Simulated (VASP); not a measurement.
# Li15H17 (a cell with a defect) in VASP: further runs

Li15H17 (a cell with a defect) is run at these levels: PBE; tasks: single point, relaxation of the atoms.

Program: VASP 6.6.1. These are calculated values, not measurements. Logs are shortened: lines on timing, memory, paths and dates and some standing lists are left out, and cuts for length are marked.

**1. The cell of the first run**

The cell holds a defect, 32 atoms: a = 6.941 Å, b = 6.941 Å, c = 6.941 Å, α = 109.47°, β = 109.47°, γ = 109.47°.

**2. Single point, PBE, collinear spin**

The input, INCAR:

```
  PREC = Accurate
  ENCUT = 520
  EDIFF = 1E-7
  ISMEAR = 0
  SIGMA = 0.01
  LREAL = Auto
  LASPH = True
  NELM = 150
  ALGO = Normal
  ISIF = 2
  LWAVE = False
  LCHARG = False
  ISPIN = 2
  MAGMOM = 0.143 0.143 0 0.143 0 0 0.143 0.143 0 0 0 0 0.143 0.143 0 0 0 0 0 0 0 0 0 0 0 0 0 0 0 0 0 0
  LORBIT = 11
  GGA = PE
  NELECT = 61.0
  NBANDS = 57
```

The input, KPOINTS:

```
Automatic mesh
0
Gamma
  2 2 2
  0.5 0.5 0.5
```

The input, POSCAR:

```
Li15H17
1.0
    4.0071000521     -4.0071000521     -4.0071000521
   -4.0071000521      4.0071000521     -4.0071000521
    4.0071000521      4.0071000521      4.0071000521
H Li
17 15
Direct
    0.5000000000      0.2500000000      0.2500000000
    0.7425760763      0.2500000000      0.4925760763
    0.7500000000      0.0000000000      0.7500000000
    0.5000000000      0.4925760763      0.4925760763
    0.7500000000      0.7500000000      0.0000000000
    0.5000000000      0.2500000000      0.7500000000
    0.7425760763      0.4925760763      0.2500000000
    0.5000000000      0.0074239237      0.0074239237
    0.2500000000      0.7500000000      0.5000000000
    0.2500000000      0.5000000000      0.7500000000
    0.5000000000      0.7500000000      0.2500000000
    0.0000000000      0.0000000000      0.5000000000
    0.2574239237      0.2500000000      0.0074239237
    0.2574239237      0.0074239237      0.2500000000
    0.0000000000      0.7500000000      0.7500000000
    0.0000000000      0.5000000000      0.0000000000
    0.0000000000      0.2500000000      0.2500000000
    0.5000000000      0.0027274074      0.4972725926
    0.2527274074      0.4972725926      0.2500000000
    0.5000000000      0.7500000000      0.7500000000
    0.2527274074      0.2500000000      0.4972725926
    0.5000000000      0.4972725926      0.0027274074
    0.2527274074      0.0027274074      0.7554548148
    0.0000000000      0.7500000000      0.2500000000
   -0.0054548148      0.4972725926      0.4972725926
    0.2527274074      0.7554548148      0.0027274074
    0.7472725926      1.0027274074      0.2500000000
    0.0000000000      0.2500000000      0.7500000000
    0.0054548148      0.0027274074      0.0027274074
    0.7472725926      0.7445451852      0.4972725926
    0.7472725926      0.4972725926      0.7445451852
    0.7472725926      0.2500000000      0.0027274074
```

Potentials or basis: VASP PAW PBE potentials, release 64 (H, Li_sv).

Run with:

```
> cat potpaw_PBE.64/H/POTCAR potpaw_PBE.64/Li_sv/POTCAR > POTCAR
> mpirun -np 1 vasp_std > vasp.out
```

OUTCAR:

```text
PREC = Accurate
   ENCUT = 520
   EDIFF = 1E-7
   ISMEAR = 0
   LREAL = Auto
   LASPH = True
   NELM = 150
   ISIF = 2
   ISPIN = 2
   LORBIT = 11
   GGA = PE
   NELECT = 61.0

 ion  position               nearest neighbor table
   1  0.500  0.250  0.250-
   2  0.743  0.250  0.493-
   3  0.750  0.000  0.750-
   4  0.500  0.493  0.493-
   5  0.750  0.750  0.000-
   6  0.500  0.250  0.750-
[... 24 lines left out ...]
  31  0.747  0.497  0.745-
  32  0.747  0.250  0.003-

  LATTYP: Found a body centered cubic cell.
 ALAT       =     8.0142001042

  Lattice vectors:

 A1 = (   4.0071000521,  -4.0071000521,  -4.0071000521)
 A2 = (  -4.0071000521,   4.0071000521,  -4.0071000521)
 A3 = (   4.0071000521,   4.0071000521,   4.0071000521)

Analysis of symmetry for initial positions (statically):
=====================================================================
 Subroutine PRICEL returns:
 Original cell was already a primitive cell.

 Routine SETGRP: Setting up the symmetry group for a
 body centered cubic supercell.

 Subroutine GETGRP returns: Found 48 space group operations
 (whereof  4 operations were pure point group operations)
 out of a pool of 48 trial point group operations.

The static configuration has the point symmetry C_2v.
 The point group associated with its full space group is O_h .

Analysis of symmetry for dynamics (positions and initial velocities):
=====================================================================
 Subroutine PRICEL returns:
 Original cell was already a primitive cell.

 Routine SETGRP: Setting up the symmetry group for a
 body centered cubic supercell.

 Subroutine GETGRP returns: Found 48 space group operations
 (whereof  4 operations were pure point group operations)
 out of a pool of 48 trial point group operations.

The dynamic configuration has the point symmetry C_2v.
 The point group associated with its full space group is O_h .

Analysis of structural, dynamic, and magnetic symmetry:
=====================================================================
 Subroutine PRICEL returns:
 Original cell was already a primitive cell.

 Routine SETGRP: Setting up the symmetry group for a
 body centered cubic supercell.

 Subroutine GETGRP returns: Found 48 space group operations
 (whereof  4 operations were pure point group operations)
 out of a pool of 48 trial point group operations.

The overall configuration has the point symmetry C_2v.
 The point group associated with its full space group is O_h .

 Subroutine INISYM returns: Found 48 space group operations
 (whereof  4 operations are pure point group operations),
 and found     1 'primitive' translations

----------------------------------------------------------------------------------------

                                     Primitive cell

  volume of cell :     257.3656

  direct lattice vectors                    reciprocal lattice vectors
     4.007100052 -4.007100052 -4.007100052     0.124778517  0.000000000 -0.124778517
    -4.007100052  4.007100052 -4.007100052     0.000000000  0.124778517 -0.124778517
     4.007100052  4.007100052  4.007100052     0.124778517  0.124778517  0.000000000

  length of vectors
     6.940500881  6.940500881  6.940500881     0.176463470  0.176463470  0.176463470

  position of ions in fractional coordinates (direct lattice)
     0.500000000  0.250000000  0.250000000
     0.742576076  0.250000000  0.492576076
     0.750000000  0.000000000  0.750000000
     0.500000000  0.492576076  0.492576076
     0.750000000  0.750000000  0.000000000
     0.500000000  0.250000000  0.750000000
[... 24 lines left out ...]
     0.747272593  0.497272593  0.744545185
     0.747272593  0.250000000  0.002727407

  ion indices of the primitive-cell ions
   primitive index   ion index
                 1           1
                 2           2
                 3           3
                 4           4
                 5           5
                 6           6
[... 24 lines left out ...]
                31          31
                32          32

[... 58 lines left out ...]
     41       5.6913      0.00000
     42       5.6913      0.00000

 k-point     2 :      -0.2500    0.2500    0.2500
  band No.  band energies     occupation
      1     -44.2803      1.00000
      2     -44.2645      1.00000
      3     -44.2625      1.00000
      4     -44.2500      1.00000
      5     -44.2500      1.00000
      6     -44.2468      1.00000
[... 34 lines left out ...]
     41       6.0791      0.00000
     42       6.0791      0.00000
 Fermi energy:        -0.1822678176

 spin component 2

 k-point     1 :       0.2500    0.2500    0.2500
  band No.  band energies     occupation
      1     -44.2732      1.00000
      2     -44.2732      1.00000
      3     -44.2732      1.00000
      4     -44.2559      1.00000
      5     -44.2455      1.00000
      6     -44.2455      1.00000
[... 34 lines left out ...]
     41       5.7295      0.00000
     42       5.7295      0.00000

 k-point     2 :      -0.2500    0.2500    0.2500
  band No.  band energies     occupation
      1     -44.2823      1.00000
      2     -44.2684      1.00000
      3     -44.2666      1.00000
      4     -44.2498      1.00000
      5     -44.2498      1.00000
      6     -44.2486      1.00000
[... 34 lines left out ...]
     41       6.0992      0.00000
     42       6.0992      0.00000
 [bands above 42 left out]

------------------------ aborting loop because EDIFF is reached ----------------------------------------

  FORCE on cell =-STRESS in cart. coord.  units (eV):
  Direction    XX          YY          ZZ          XY          YZ          ZX
  --------------------------------------------------------------------------------------
  -------------------------------------------------------------------------------------
  Total       -6.6674331     -6.6674331     -6.6674331      0.0000000     -0.0000000      0.0000000
  in kB      -41.5067472    -41.5067472    -41.5067472      0.0000000     -0.0000000      0.0000000
  external PRESSURE =     -41.5067472 kB  Pullay stress =       0.0000000 kB

 VOLUME and BASIS-vectors are now :
 -----------------------------------------------------------------------------
  energy-cutoff  :      520.00
  volume of cell :      257.37
      direct lattice vectors                 reciprocal lattice vectors
     4.007100052 -4.007100052 -4.007100052     0.124778517  0.000000000 -0.124778517
    -4.007100052  4.007100052 -4.007100052     0.000000000  0.124778517 -0.124778517
     4.007100052  4.007100052  4.007100052     0.124778517  0.124778517  0.000000000

 POSITION                                       TOTAL-FORCE (eV/Angst)
 -----------------------------------------------------------------------------------
      2.00355      0.00000     -2.00355         0.000000     -0.000000     -0.000000
      3.94760     -0.00000     -2.00355         0.000201     -0.000000     -0.000000
      6.01065      0.00000      0.00000         0.000000     -0.000000     -0.000000
      2.00355      1.94405     -2.00355         0.000000      0.000201     -0.000000
      0.00000      0.00000     -6.01065         0.000000     -0.000000     -0.000000
      4.00710      2.00355      0.00000         0.000000     -0.000000     -0.000000
[... 24 lines left out ...]
      3.98524      1.98169     -2.00355         0.002140      0.002140     -0.000000
      2.00355     -1.98169     -3.98524         0.000000     -0.002140     -0.002140
 -----------------------------------------------------------------------------------
    total drift:                                0.000000      0.000000     -0.000000

  FREE ENERGIE OF THE ION-ELECTRON SYSTEM (eV)
  ---------------------------------------------------
  free  energy   TOTEN  =       -94.9583444555 eV

  energy  without entropy=      -94.9564161765  energy(sigma->0) =      -94.95738032

 total charge

# of ion       s       p       d       tot
------------------------------------------
    1        0.277   0.008   0.000   0.285
    2        0.507   0.002   0.000   0.509
    3        0.525   0.002   0.000   0.527
    4        0.507   0.002   0.000   0.509
    5        0.525   0.002   0.000   0.527
    6        0.533   0.002   0.000   0.535
[... 24 lines left out ...]
   31        2.019   0.056   0.000   2.075
   32        2.019   0.056   0.000   2.075
--------------------------------------------------
tot         38.894   0.880   0.000  39.774

 magnetization (x)

# of ion       s       p       d       tot
------------------------------------------
    1       -0.007  -0.000   0.000  -0.007
    2        0.036  -0.000   0.000   0.036
    3        0.036  -0.000   0.000   0.036
    4        0.036  -0.000   0.000   0.036
    5        0.036  -0.000   0.000   0.036
    6        0.013  -0.000   0.000   0.013
[... 24 lines left out ...]
   31        0.000   0.000   0.000   0.000
   32        0.000   0.000   0.000   0.000
--------------------------------------------------
tot          0.476  -0.003   0.000   0.473
```

It took 1.8 min on 1 thread of Intel Xeon 6975P-C (Granite Rapids), shared host; peak memory 0.49 GiB.

What came out:

```
Free energy                                           : -94.9583 eV
Largest force                                         : 0.003 eV/Å
Net moment                                            : 1.00 μB per cell
Site moments                                          : H -0.01, +0.04, +0.01 (each value once); Li +0.00, -0.00 (each value once) μB
Valence electrons inside the program's atomic spheres : H 0.28, 0.51, 0.53, 0.54 (each value once); Li 2.08
```

Forces in eV/Å, atoms in the order of the input:
```
H    0.000  0.000  0.000
H    0.000  0.000  0.000
H    0.000  0.000  0.000
H    0.000  0.000  0.000
H    0.000  0.000  0.000
H    0.000  0.000  0.000
H    0.000  0.000  0.000
H    0.000  0.000  0.000
H    0.000  0.000  0.000
H    0.000  0.000  0.000
H    0.000  0.000  0.000
H    0.000  0.000  0.000
H    0.000  0.000  0.000
H    0.000  0.000  0.000
H    0.000  0.000  0.000
H    0.000  0.000  0.000
H    0.000  0.000  0.000
Li   0.002  0.000  0.002
Li  -0.002  0.002  0.000
Li   0.000  0.000  0.000
Li   0.000  0.002  0.002
Li  -0.002  0.000 -0.002
Li  -0.002 -0.002  0.000
Li   0.000  0.000  0.000
Li   0.002  0.000 -0.002
Li   0.000 -0.002  0.002
Li   0.002 -0.002  0.000
Li   0.000  0.000  0.000
Li  -0.002  0.000  0.002
Li   0.000  0.002 -0.002
Li   0.002  0.002  0.000
Li   0.000 -0.002 -0.002
```

Caveat: the k points lie up to 0.55 Å⁻¹ apart, too coarse for converged energies and pressures of a metal; the cell carries a net charge on a neutralising background, which shifts energy and pressure; the cell is charged against a uniform background, so pressure and absolute levels hang on convention; the cutoff is under 1.25 times the usual one of these potentials, so pressure, stress and relaxed cells hold a basis-set (Pulay) error.

[end of part 1 of 2]
